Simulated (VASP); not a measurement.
Sn:

```
Sn
1.0
     5.25605    0.00000    0.00000
    -2.62803    4.55188    0.00000
     0.00000    0.00000    5.68821
Sn
4
Cartesian
  0.0000 0.0000 1.4221
  0.0000 0.0000 4.2662
  0.0000 3.0346 1.4221
  2.6280 1.5173 4.2662
```

This isn't the form of Sn at room conditions, which is tetragonal (white tin).

```yaml
Program: VASP 6.6.1
Task: relaxation of cell and atoms
Functional: PBE
Potentials_or_basis: VASP PAW PBE potentials, release 64 (Sn_d)
Cutoff: 600 eV
k_mesh: 12 × 12 × 8
Occupations: gaussian, width 0.1 eV
Spin: no spin polarisation
```

At the start: pressure 0.1 GPa; volume 34.02 Å³/atom.

Question: Where does the relaxation end?

Answer: Over 13 steps the energy falls by 29.1 meV/atom and the volume is 34.32 Å³/atom (+0.9 %); space group P6_3/mmc (No. 194, to 0.1 Å) before and after.

The path:
```csv
step,energy change (eV),largest force (eV/Å),pressure (GPa),volume (Å³)
1,0.0000,0.0000,0.12,136.09
2,-0.0942,0.0000,-0.01,136.49
3,-0.1123,0.0000,0.05,136.61
4,-0.0977,0.0000,0.43,136.65
5,-0.1161,0.0000,0.13,136.64
6,-0.1163,0.0000,0.16,136.65
7,-0.1162,0.0000,0.14,136.65
8,-0.1165,0.0000,-0.03,137.32
9,-0.1165,0.0000,0.05,137.21
10,-0.1165,0.0000,-0.06,137.28
11,-0.1165,0.0000,0.00,137.24
12,-0.1165,0.0000,-0.01,137.26
13,-0.1165,0.0000,-0.01,137.28
```

Final structure:
```yaml
crystal:
  lattice:
    - [5.10675, 0.00000, 0.00000]
    - [-2.55337, 4.42257, 0.00000]
    - [0.00000, 0.00000, 6.07853]
  atoms:
    - { symbol: Sn, position: [0.00000, 0.00000, 0.25000] }
    - { symbol: Sn, position: [0.00000, 0.00000, 0.75000] }
    - { symbol: Sn, position: [0.33333, 0.66667, 0.25000] }
    - { symbol: Sn, position: [0.66667, 0.33333, 0.75000] }
```
